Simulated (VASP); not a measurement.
Rh: single point with PBE

Crystal: Rh.

```
Rh
1.0
     0.00000    2.08252    1.91497
     1.91497    0.00000    1.91497
     1.91497    2.08252    0.00000
Rh
1
Cartesian
  0.0000 0.0000 0.0000
```

This cell differs from its parent crystal: strain +0.0875 x Voigt [0, 1, 0, 0, 0, 0].

| Quantity | Value |
| --- | --- |
| Program | VASP 6.6.1 |
| Task | single point |
| Functional | PBE |
| Potentials or basis | VASP PAW PBE potentials, release 64 (Rh_pv) |
| Cutoff | 520 eV |
| k mesh | 26 × 26 × 26 |
| Occupations | gaussian, width 0.15 eV |
| Spin | no spin polarisation |
| Dipole correction | no |
| Further INCAR settings | ALGO = Fast; EDIFF = 1e-06; NBANDS = 14 |

The pressure is -16.3 GPa and the band gap on the k mesh is zero (an odd number of electrons rules out a gap without spin polarisation).

Stress tensor (GPa, compression positive):
```
-11.20   0.00   0.00
  0.00 -26.45   0.00
  0.00   0.00 -11.20
```

Levels at points of the mesh, in eV from the Fermi level:
| k point | band 3 | band 4 | band 5 | band 6 | band 7 | band 8 | band 9 | band 10 | band 11 | band 12 |
| --- | --- | --- | --- | --- | --- | --- | --- | --- | --- | --- |
| (0.00, 0.00, 0.00) | -46.16 | -7.19 | -3.12 | -2.29 | -2.29 | -1.35 | -0.38 | 16.14 | 19.54 | 20.88 |
| (0.50, 0.00, 0.00) | -46.20 | -5.27 | -3.03 | -2.25 | 0.31 | 0.64 | 0.90 | 7.68 | 15.28 | 19.84 |
| (0.50, 0.50, 0.00) | -46.35 | -5.38 | -5.02 | 0.38 | 0.47 | 1.20 | 3.74 | 11.77 | 11.99 | 12.59 |
| (0.50, 0.00, 0.50) | -46.30 | -5.37 | -5.04 | 0.52 | 0.77 | 0.77 | 2.14 | 9.59 | 13.74 | 13.74 |

Run time: 3.6 min on 1 thread of Intel Xeon 8259CL, with other jobs on the host, peak memory 0.36 GiB.

Caveat: the cell differs from its parent crystal (strain +0.0875 x Voigt [0, 1, 0, 0, 0, 0]); the cell stands under tension.
